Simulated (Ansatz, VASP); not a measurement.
**Two plane-wave programs on BaAg2As2**

```
Ba Ag As
1.0
    -2.28657    2.28657    5.62963
     2.28657   -2.28657    5.62963
     2.28657    2.28657   -5.62963
Ba Ag As
1 2 2
Direct
  0.00000 0.00000 0.00000
  0.75000 0.25000 0.50000
  0.25000 0.75000 0.50000
  0.38444 0.38444 0.00000
  0.61556 0.61556 0.00000
```

Alike in both runs: task single point; functional PBE; k mesh 8 × 8 × 8; occupations fermi-dirac, width 0.02 eV; no spin polarisation.

|  | VASP | Ansatz |
| --- | --- | --- |
| version | VASP 6.6.1 | Ansatz 0.2.0 |
| potentials or method | VASP PAW PBE potentials, release 64 (Ba_sv, Ag, As) | plane waves, PAW |
| plane-wave cutoff (eV) | 520 | 420 |
| valence electrons in the cell | 42 | 78 |

Ansatz gave:

```
pressure (GPa)                                                : 1.1
traceless stress, the component that is largest in VASP (GPa) : 0.39
rms of the force components (eV/Å)                            : 0.020
```

**Question.** Which values does VASP return?

**Answer.** Pressure (GPa): 1.5; traceless stress, the component that is largest in VASP (GPa): 0.40; rms of the force components (eV/Å): 0.033.

Atom by atom the forces differ by 0.013 eV/Å (rms over components). VASP's potentials hold 42 valence electrons a cell and Ansatz's 78, so a difference there can come from the potentials and not from the codes.

Spin-orbit coupling is off throughout.
